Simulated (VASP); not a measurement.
# SiNi3 (Pm-3m) in VASP: a series of runs, part 2 of 2

VASP 6.6.1. The steps go on from the part before.

## 3. Single point, PBE, collinear spin, ferrimagnetic start

Contents of INCAR:

```
ALGO     = Normal         # electronic algorithm
EDIFF    = 1E-6           # SCF threshold, eV
ENCUT    = 520            # plane-wave cutoff, eV
GGA      = PE             # functional
ISIF     = 2              # what is computed and relaxed
ISMEAR   = -1             # smearing method
ISPIN    = 2              # spin polarisation
LASPH    = T              # aspherical terms in the spheres
LCHARG   = F              # write CHGCAR
LMAXMIX  = 4              # l up to which the mixer works
LORBIT   = 11             # projections on sites
LREAL    = F              # projectors in reciprocal space
LWAVE    = F              # write WAVECAR
MAGMOM   = 1 -0.5 1 0     # initial moments
NBANDS   = 29             # bands
NELM     = 150            # most SCF steps
PREC     = Accurate       # precision mode
SIGMA    = 0.05           # smearing width, eV
```

Contents of KPOINTS:

```
k-points
0
Gamma
  8 8 8
```

Contents of POSCAR:

```
SiNi3
1.0
    3.5420000000      0.0000000000      0.0000000000
    0.0000000000      3.5420000000      0.0000000000
    0.0000000000      0.0000000000      3.5420000000
Ni Si
3 1
Direct
    0.5000000000      0.5000000000      0.0000000000
    0.5000000000      0.0000000000      0.5000000000
    0.0000000000      0.5000000000      0.5000000000
    0.0000000000      0.0000000000      0.0000000000
```

Potentials or basis: VASP PAW PBE potentials, release 64 (Ni, Si).

Started as:

```console
cat potpaw_PBE.64/Ni/POTCAR potpaw_PBE.64/Si/POTCAR > POTCAR
mpirun -np 1 vasp_std > vasp.out
```

OUTCAR:

```text
EDIFF = 1E-6
   ENCUT = 520
   GGA = PE
   ISIF = 2
   ISMEAR = -1
   ISPIN = 2
   LASPH = T
   LORBIT = 11
   LREAL = F
   NELM = 150
   PREC = Accurate

 ion  position               nearest neighbor table
   1  0.500  0.500  0.000-   2 2.50   3 2.50   4 2.50   2 2.50   3 2.50   2 2.50   4 2.50   2 2.50
                             3 2.50   4 2.50   3 2.50   4 2.50
   2  0.500  0.000  0.500-   1 2.50   3 2.50   4 2.50   1 2.50   4 2.50   1 2.50   3 2.50   1 2.50
                             3 2.50   4 2.50   4 2.50   3 2.50
   3  0.000  0.500  0.500-   1 2.50   2 2.50   4 2.50   1 2.50   4 2.50   2 2.50   4 2.50   4 2.50
                             1 2.50   2 2.50   1 2.50   2 2.50
   4  0.000  0.000  0.000-   1 2.50   2 2.50   3 2.50   2 2.50   3 2.50   1 2.50   3 2.50   3 2.50
                             1 2.50   2 2.50   2 2.50   1 2.50

  LATTYP: Found a simple cubic cell.
 ALAT       =     3.5420000000

  Lattice vectors:

 A1 = (   3.5420000000,   0.0000000000,   0.0000000000)
 A2 = (   0.0000000000,   3.5420000000,   0.0000000000)
 A3 = (   0.0000000000,   0.0000000000,   3.5420000000)

Analysis of symmetry for initial positions (statically):
=====================================================================
 Subroutine PRICEL returns:
 Original cell was already a primitive cell.

 Routine SETGRP: Setting up the symmetry group for a
 simple cubic supercell.

 Subroutine GETGRP returns: Found 48 space group operations
 (whereof 48 operations were pure point group operations)
 out of a pool of 48 trial point group operations.

The static configuration has the point symmetry O_h .

Analysis of symmetry for dynamics (positions and initial velocities):
=====================================================================
 Subroutine PRICEL returns:
 Original cell was already a primitive cell.

 Routine SETGRP: Setting up the symmetry group for a
[... 171 lines left out ...]

  energy without entropy =      -23.64391210  energy(sigma->0) =      -23.65323457

 E-fermi :  10.2056     XC(G=0): -12.9309

 val. band max:       10.1427828613   @ k =   0.1250   0.1250   0.0000
 cond. band min:      10.2140386614   @ k =   0.3750   0.5000   0.3750
 fundamental gap:      0.0712558000
 Fermi energy:        10.2056335964

 spin component 1

 k-point     1 :       0.0000    0.0000    0.0000
  band No.  band energies     occupation
      1      -1.4822      1.00000
      2       5.5237      1.00000
      3       6.3341      1.00000
      4       6.3341      1.00000
      5       6.8303      1.00000
      6       6.8303      1.00000
[... 757 lines left out ...]
     28      24.2206      0.00000
     29      24.3054      0.00000

 [... further k-points ...]

 spin component 2

 k-point     1 :       0.0000    0.0000    0.0000
  band No.  band energies     occupation
      1      -1.4822      1.00000
      2       5.5237      1.00000
      3       6.3341      1.00000
      4       6.3342      1.00000
      5       6.8303      1.00000
      6       6.8303      1.00000
[... 757 lines left out ...]
     28      24.2206      0.00000
     29      24.3054      0.00000

 [... further k-points ...]

------------------------ aborting loop because EDIFF is reached ----------------------------------------

  FORCE on cell =-STRESS in cart. coord.  units (eV):
  Direction    XX          YY          ZZ          XY          YZ          ZX
  --------------------------------------------------------------------------------------
  -------------------------------------------------------------------------------------
  Total       -1.6416162     -1.6417226     -1.6416162      0.0000000      0.0000000      0.0000000
  in kB      -59.1883911    -59.1922284    -59.1883911      0.0000000      0.0000000      0.0000000
  external PRESSURE =     -59.1896702 kB  Pullay stress =       0.0000000 kB

 VOLUME and BASIS-vectors are now :
 -----------------------------------------------------------------------------
  energy-cutoff  :      520.00
  volume of cell :       44.44
      direct lattice vectors                 reciprocal lattice vectors
     3.542000000  0.000000000  0.000000000     0.282326369  0.000000000  0.000000000
     0.000000000  3.542000000  0.000000000     0.000000000  0.282326369  0.000000000
     0.000000000  0.000000000  3.542000000     0.000000000  0.000000000  0.282326369

 POSITION                                       TOTAL-FORCE (eV/Angst)
 -----------------------------------------------------------------------------------
      1.77100      1.77100      0.00000         0.000000      0.000000      0.000000
      1.77100      0.00000      1.77100         0.000000      0.000000      0.000000
      0.00000      1.77100      1.77100         0.000000      0.000000      0.000000
      0.00000      0.00000      0.00000         0.000000      0.000000      0.000000
 -----------------------------------------------------------------------------------
    total drift:                                0.000000      0.000000      0.000000

  FREE ENERGIE OF THE ION-ELECTRON SYSTEM (eV)
  ---------------------------------------------------
  free  energy   TOTEN  =       -23.6625570398 eV

  energy  without entropy=      -23.6439120970  energy(sigma->0) =      -23.65323457

 total charge

# of ion       s       p       d       tot
------------------------------------------
    1        0.471   0.539   8.394   9.404
    2        0.471   0.539   8.394   9.404
    3        0.471   0.539   8.394   9.404
    4        0.730   0.804   0.000   1.534
--------------------------------------------------
tot          2.143   2.421  25.183  29.746

 magnetization (x)

# of ion       s       p       d       tot
------------------------------------------
    1        0.000   0.000   0.000   0.000
    2        0.000   0.000  -0.000  -0.000
    3        0.000   0.000   0.000   0.000
    4       -0.000   0.000   0.000   0.000
--------------------------------------------------
tot          0.000   0.000  -0.000  -0.000
```

OSZICAR:

```text
N       E                     dE             d eps       ncg     rms          rms(c)
DAV:   1     0.205471526354E+03    0.20547E+03   -0.14573E+04  8924   0.153E+03
DAV:   2    -0.130995976707E+02   -0.21857E+03   -0.20297E+03  8725   0.299E+02
DAV:   3    -0.269126179734E+02   -0.13813E+02   -0.12985E+02  9729   0.910E+01
DAV:   4    -0.271631910853E+02   -0.25057E+00   -0.25000E+00  9778   0.119E+01
DAV:   5    -0.271701888813E+02   -0.69978E-02   -0.69972E-02 10522   0.176E+00    0.197E+01
DAV:   6    -0.275784625255E+02   -0.40827E+00   -0.25566E+01 10401   0.905E+01    0.184E+01
DAV:   7    -0.237309053253E+02    0.38476E+01   -0.97610E+00 10641   0.511E+01    0.364E+00
DAV:   8    -0.236940670624E+02    0.36838E-01   -0.29152E-01 12113   0.789E+00    0.210E+00
DAV:   9    -0.236849663184E+02    0.91007E-02   -0.93521E-02 11333   0.103E+01    0.172E+00
DAV:  10    -0.236634796741E+02    0.21487E-01   -0.25972E-02 11259   0.488E+00    0.448E-01
DAV:  11    -0.236628652850E+02    0.61439E-03   -0.36442E-03  9812   0.570E-01    0.244E-01
DAV:  12    -0.236625551102E+02    0.31017E-03   -0.27130E-04 14159   0.264E-01    0.789E-02
DAV:  13    -0.236625588994E+02   -0.37892E-05   -0.73432E-05 11491   0.108E-01    0.334E-02
DAV:  14    -0.236625594832E+02   -0.58385E-06   -0.11167E-05 10499   0.468E-02    0.145E-02
DAV:  15    -0.236625578260E+02    0.16572E-05   -0.12672E-06  7575   0.154E-02    0.483E-03
DAV:  16    -0.236625570398E+02    0.78616E-06   -0.40176E-07  5320   0.526E-03
   1 F= -.23662557E+02 E0= -.23653235E+02  d E =-.186449E-01  mag=     0.0000
```

It took 1.8 min on 1 thread of Intel Xeon Platinum 8488C (Sapphire Rapids), shared host; peak memory 0.27 GiB.

Results:

| Property | Result |
| --- | --- |
| Free energy | -23.6626 eV |
| Pressure | -5.9 GPa |
| Band gap on the k mesh | zero (filled and empty bands overlap) |
| Net moment | 0.00 μB per cell |
| Valence electrons inside the program's atomic spheres | Ni 9.40; Si 1.53 |

Caveat: the cell stands under tension.

## 4. Single point, PBEsol, collinear spin, ferromagnetic start

This run uses another cell than the first one, of 9.39 Å³/atom.

Contents of INCAR:

```
  ALGO = Normal
  EDIFF = 1E-6
  ENCUT = 520
  GGA = PS
  ISIF = 2
  ISMEAR = -1
  ISPIN = 2
  LASPH = T
  LCHARG = F
  LMAXMIX = 4
  LORBIT = 11
  LREAL = F
  LWAVE = F
  MAGMOM = 1 1 1 0
  NBANDS = 29
  NELM = 150
  PREC = Accurate
  SIGMA = 0.05
```

KPOINTS is that of step 3.

Contents of POSCAR:

```
SiNi3
1.0
    3.3485811199      0.0000000000      0.0000000000
    0.0000000000      3.3485811199      0.0000000000
    0.0000000000      0.0000000000      3.3485811199
Ni Si
3 1
Direct
    0.5000000000      0.5000000000      0.0000000000
    0.5000000000      0.0000000000      0.5000000000
    0.0000000000      0.5000000000      0.5000000000
    0.0000000000      0.0000000000      0.0000000000
```

Started as:

```console
cat potpaw_PBE.64/Ni/POTCAR potpaw_PBE.64/Si/POTCAR > POTCAR
mpirun -np 1 vasp_std > vasp.out
```

It took 84 s on 1 thread of Intel Xeon Platinum 8259CL at 2.50GHz (Skylake/Cascade Lake), shared host; peak memory 0.2 GiB.

The run converged. Its results:

| Quantity | Value |
| --- | --- |
| Free energy | -25.9635 eV |
| Pressure | 30.1 GPa |
| Band gap on the k mesh | zero (filled and empty bands overlap) |
| Net moment | 0.00 μB per cell |
| Valence electrons inside the program's atomic spheres | Ni 9.80; Si 1.64 |

Levels at points of the mesh, in eV from the Fermi level:
Spin up:
```tsv
k point	band 13	band 14	band 15	band 16	band 17	band 18	band 19	band 20	band 21	band 22
(0.00, 0.00, 0.00)	-1.04	-0.74	-0.74	-0.34	0.05	0.05	0.05	6.22	7.01	7.01
(0.50, 0.00, 0.00)	-1.61	-1.58	-1.39	-0.66	0.05	4.20	4.20	5.60	5.60	6.27
(0.50, 0.50, 0.00)	-1.76	-1.74	-1.35	-1.24	-1.16	0.81	0.81	6.54	7.06	8.20
(0.50, 0.50, 0.50)	-1.77	-1.52	-1.52	-0.72	-0.24	-0.24	-0.24	1.90	4.65	4.65
```
Spin down:
```
           k point  band 14  band 15  band 16  band 17  band 18  band 19  band 20  band 21
(0.00, 0.00, 0.00)    -0.74    -0.74    -0.34     0.05     0.05     0.05     6.22     7.01
(0.50, 0.00, 0.00)    -1.58    -1.39    -0.66     0.05     4.20     4.20     5.60     5.60
(0.50, 0.50, 0.00)    -1.74    -1.35    -1.24    -1.16     0.82     0.82     6.54     7.06
(0.50, 0.50, 0.50)    -1.52    -1.52    -0.72    -0.24    -0.24    -0.24     1.90     4.65
```

Caveat: the cell stands under pressure; the PAW data sets were made with another functional, which shifts forces and pressure a little.

## 5. Single point, PBEsol, collinear spin, ferromagnetic start

This run uses another cell than the first one, of 9.66 Å³/atom.

Contents of INCAR:

```
SYSTEM = SiNi3
ALGO = Normal
EDIFF = 1E-7
ENCUT = 520
GGA = PS
ISIF = 2
ISMEAR = -1
ISPIN = 2
LASPH = .TRUE.
LCHARG = .TRUE.
LELF = .TRUE.
LMAXMIX = 4
LORBIT = 11
LREAL = .FALSE.
LVHAR = .TRUE.
LWAVE = .FALSE.
MAGMOM = 1 1 1 0
NBANDS = 29
NELM = 150
PREC = Accurate
SIGMA = 0.05
```

Contents of KPOINTS:

```
k-points
0
G
  8 8 8
  0 0 0
```

Contents of POSCAR:

```
SiNi3
1.0
    3.3805276398      0.0000000000      0.0000000000
    0.0000000000      3.3805276398      0.0000000000
    0.0000000000      0.0000000000      3.3805276398
Ni Si
3 1
Direct
    0.5000000000      0.5000000000      0.0000000000
    0.5000000000      0.0000000000      0.5000000000
    0.0000000000      0.5000000000      0.5000000000
    0.0000000000      0.0000000000      0.0000000000
```

Started as:

```console
cat potpaw_PBE.64/Ni/POTCAR potpaw_PBE.64/Si/POTCAR > POTCAR
mpirun -np 1 vasp_std > vasp.out
```

Wall time 2 min (1 thread of Intel Xeon Platinum 8259CL at 2.50GHz (Skylake/Cascade Lake), shared host); peak memory 0.2 GiB.

The run converged. Its results:

```
Free energy                                           : -26.1322 eV
Pressure                                              : 20.0 GPa
Band gap on the k mesh                                : zero (filled and empty bands overlap)
Net moment                                            : 0.00 μB per cell
Valence electrons inside the program's atomic spheres : Ni 9.73; Si 1.62
```

Levels at points of the mesh, in eV from the Fermi level:
Spin up:
```tsv
k point	band 13	band 14	band 15	band 16	band 17	band 18	band 19	band 20	band 21	band 22
(0.00, 0.00, 0.00)	-1.01	-0.71	-0.71	-0.33	0.05	0.05	0.05	5.92	6.86	6.86
(0.50, 0.00, 0.00)	-1.54	-1.51	-1.34	-0.63	0.05	4.07	4.07	5.52	5.52	6.04
(0.50, 0.50, 0.00)	-1.68	-1.67	-1.29	-1.19	-1.12	0.78	0.78	6.34	6.91	8.08
(0.50, 0.50, 0.50)	-1.69	-1.46	-1.46	-0.66	-0.23	-0.23	-0.23	1.75	4.51	4.51
```
Spin down:
| k point | band 13 | band 14 | band 15 | band 16 | band 17 | band 18 | band 19 | band 20 | band 21 | band 22 |
| --- | --- | --- | --- | --- | --- | --- | --- | --- | --- | --- |
| (0.00, 0.00, 0.00) | -1.01 | -0.71 | -0.71 | -0.33 | 0.05 | 0.05 | 0.05 | 5.92 | 6.86 | 6.86 |
| (0.50, 0.00, 0.00) | -1.54 | -1.51 | -1.34 | -0.63 | 0.05 | 4.07 | 4.07 | 5.52 | 5.52 | 6.04 |
| (0.50, 0.50, 0.00) | -1.68 | -1.67 | -1.29 | -1.19 | -1.12 | 0.78 | 0.78 | 6.34 | 6.91 | 8.08 |
| (0.50, 0.50, 0.50) | -1.69 | -1.46 | -1.46 | -0.66 | -0.23 | -0.23 | -0.23 | 1.75 | 4.51 | 4.51 |

Caveat: the cell stands under pressure; the PAW data sets were made with another functional, which shifts forces and pressure a little.

## 6. Single point, PBEsol, collinear spin, ferromagnetic start

This run uses another cell than the first one, of 9.98 Å³/atom.

Contents of INCAR:

```
ALGO     = Normal         # electronic algorithm
EDIFF    = 1E-6           # SCF threshold, eV
ENCUT    = 520            # plane-wave cutoff, eV
GGA      = PS             # functional
ISIF     = 2              # what is computed and relaxed
ISMEAR   = -1             # smearing method
ISPIN    = 2              # spin polarisation
LASPH    = True           # aspherical terms in the spheres
LCHARG   = False          # write CHGCAR
LMAXMIX  = 4              # l up to which the mixer works
LORBIT   = 11             # projections on sites
LREAL    = False          # projectors in reciprocal space
LWAVE    = False          # write WAVECAR
MAGMOM   = 1 1 1 0        # initial moments
NBANDS   = 29             # bands
NELM     = 150            # most SCF steps
PREC     = Accurate       # precision mode
SIGMA    = 0.05           # smearing width, eV
```

Contents of KPOINTS:

```
k-points
0
Gamma
  8 8 8
```

Contents of POSCAR:

```
SiNi3
1.0
    3.4174599765      0.0000000000      0.0000000000
    0.0000000000      3.4174599765      0.0000000000
    0.0000000000      0.0000000000      3.4174599765
Ni Si
3 1
Direct
    0.5000000000      0.5000000000      0.0000000000
    0.5000000000      0.0000000000      0.5000000000
    0.0000000000      0.5000000000      0.5000000000
    0.0000000000      0.0000000000      0.0000000000
```

Potentials or basis: VASP PAW PBE potentials, release 64 (Ni, Si).

Started as:

```console
cat potpaw_PBE.64/Ni/POTCAR potpaw_PBE.64/Si/POTCAR > POTCAR
mpirun -np 1 vasp_std > vasp.out
```

It took 85 s on 1 thread of Intel Xeon Platinum 8259CL at 2.50GHz (Skylake/Cascade Lake), shared host; peak memory 0.2 GiB.

It converged, with:

```
Free energy                                           : -26.2514 eV
Pressure                                              : 10.1 GPa
Band gap on the k mesh                                : zero (filled and empty bands overlap)
Net moment                                            : 0.00 μB per cell
Valence electrons inside the program's atomic spheres : Ni 9.65; Si 1.59
```

Levels at points of the mesh, in eV from the Fermi level:
Spin up:
| k point | band 13 | band 14 | band 15 | band 16 | band 17 | band 18 | band 19 | band 20 | band 21 | band 22 |
| --- | --- | --- | --- | --- | --- | --- | --- | --- | --- | --- |
| (0.00, 0.00, 0.00) | -0.97 | -0.68 | -0.68 | -0.32 | 0.04 | 0.04 | 0.04 | 5.59 | 6.70 | 6.70 |
| (0.50, 0.00, 0.00) | -1.47 | -1.44 | -1.28 | -0.60 | 0.04 | 3.93 | 3.93 | 5.44 | 5.44 | 5.78 |
| (0.50, 0.50, 0.00) | -1.60 | -1.59 | -1.24 | -1.13 | -1.07 | 0.74 | 0.74 | 6.12 | 6.73 | 7.95 |
| (0.50, 0.50, 0.50) | -1.61 | -1.39 | -1.39 | -0.59 | -0.22 | -0.22 | -0.22 | 1.59 | 4.35 | 4.35 |
Spin down:
```
           k point  band 14  band 15  band 16  band 17  band 18  band 19  band 20  band 21
(0.00, 0.00, 0.00)    -0.68    -0.68    -0.32     0.04     0.04     0.04     5.59     6.70
(0.50, 0.00, 0.00)    -1.44    -1.28    -0.60     0.04     3.93     3.93     5.44     5.44
(0.50, 0.50, 0.00)    -1.59    -1.24    -1.13    -1.07     0.74     0.74     6.12     6.73
(0.50, 0.50, 0.50)    -1.39    -1.39    -0.59    -0.22    -0.22    -0.22     1.59     4.36
```

Caveat: the cell stands under pressure; the PAW data sets were made with another functional, which shifts forces and pressure a little.

## 7. Summary

| level | spin | cell | gap on the mesh (eV) | pressure (GPa) | moment (μB) |
| --- | --- | --- | --- | --- | --- |
| PBE | collinear, ferrimagnetic start | a = 3.542 Å, 4 atoms | none | -5.9 | 0.00 |
| PBEsol | collinear, ferromagnetic start | a = 3.349 Å, 4 atoms | none | 30.1 | 0.00 |
| PBEsol | collinear, ferromagnetic start | a = 3.381 Å, 4 atoms | none | 20.0 | 0.00 |
| PBEsol | collinear, ferromagnetic start | a = 3.417 Å, 4 atoms | none | 10.1 | 0.00 |

Alike in all rows: task single point; potentials or basis VASP PAW PBE potentials, release 64 (Ni, Si); k mesh 8 × 8 × 8; cutoff (eV) 520; smearing fermi-dirac 0.05 eV.

Caveats: the cell stands under pressure (at least some runs); the PAW data sets were made with another functional, which shifts forces and pressure a little (at least some runs); the cell stands under tension (at least some runs).

Total energies depend on the potentials used, so only differences within one code and one set of settings carry meaning.
